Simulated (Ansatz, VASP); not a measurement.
Hg in VASP and in Ansatz

The input INCAR:

```
ALGO     = Fast           # electronic algorithm
EDIFF    = 1E-6           # SCF threshold, eV
ENCUT    = 520            # plane-wave cutoff, eV
GGA      = PS             # functional
ISIF     = 2              # what is computed and relaxed
ISMEAR   = 0              # smearing method
IVDW     = 12             # dispersion correction
LASPH    = True           # aspherical terms in the spheres
LCHARG   = False          # write CHGCAR
LREAL    = False          # projectors in reciprocal space
LWAVE    = False          # write WAVECAR
NBANDS   = 19             # bands
NELM     = 80             # most SCF steps
PREC     = Accurate       # precision mode
SIGMA    = 0.15           # smearing width, eV
```

KPOINTS

```
k-points
0
Gamma
  18 18 10
```

Contents of POSCAR:

```
Hg
1.0
    3.2395185889      0.0000000000      0.0000000000
   -1.6197592944      2.8055053940      0.0000000000
    0.0000000000      0.0000000000      4.7922198486
Hg
2
Direct
    0.6666666667      0.3333333333      0.7500000000
    0.3333333333      0.6666666667      0.2500000000
```

Input for Ansatz:

```yaml
crystal:
  lattice:
    - [3.2395185889, 0.0, 0.0]
    - [-1.6197592944, 2.805505394, 0.0]
    - [0.0, 0.0, 4.7922198486]
  atoms:
    - { symbol: Hg, position: [0.6666666667, 0.3333333333, 0.75] }
    - { symbol: Hg, position: [0.3333333333, 0.6666666667, 0.25] }
basis:
  ecutwfc: 420
kpoints:
  mp_grid: { grid: [18, 18, 10] }
hamiltonian:
  xc: pbesol
  dispersion: d3bj
scf:
  occupations: { method: gaussian, width: 0.15 }
output:
  forces: true
  stress: true
  eigenvalues: true
```

Alike in both runs: task single point; functional PBEsol; dispersion D3(BJ); k mesh 18 × 18 × 10; occupations gaussian, width 0.15 eV; no spin polarisation.

|  | VASP | Ansatz |
| --- | --- | --- |
| version | VASP 6.6.1 | Ansatz 0.2.0 |
| potentials or method | VASP PAW PBE potentials, release 64 (Hg), cutoff 520 eV | scalar-relativistic, plane waves, PAW |
| valence electrons in the cell | 24 | 40 |

VASP gave:

| Item | Value |
| --- | --- |
| gap on the k mesh at the Fermi level (eV) | none |
| pressure (GPa) | 1.0 |
| traceless stress, the component that is largest in VASP (GPa) | -0.18 |

**Question.** Which values does Ansatz return?

**Answer.** gap on the k mesh at the Fermi level (eV): none; pressure (GPa): 0.4; traceless stress, the component that is largest in VASP (GPa): -0.32.

VASP's potentials were made for PBE, not for PBEsol. A gap of «none» marks a metal or a gap that the smearing closes. VASP's potentials hold 24 valence electrons a cell and Ansatz's 40, so a difference there can come from the potentials and not from the codes.

Spin-orbit coupling is off throughout.
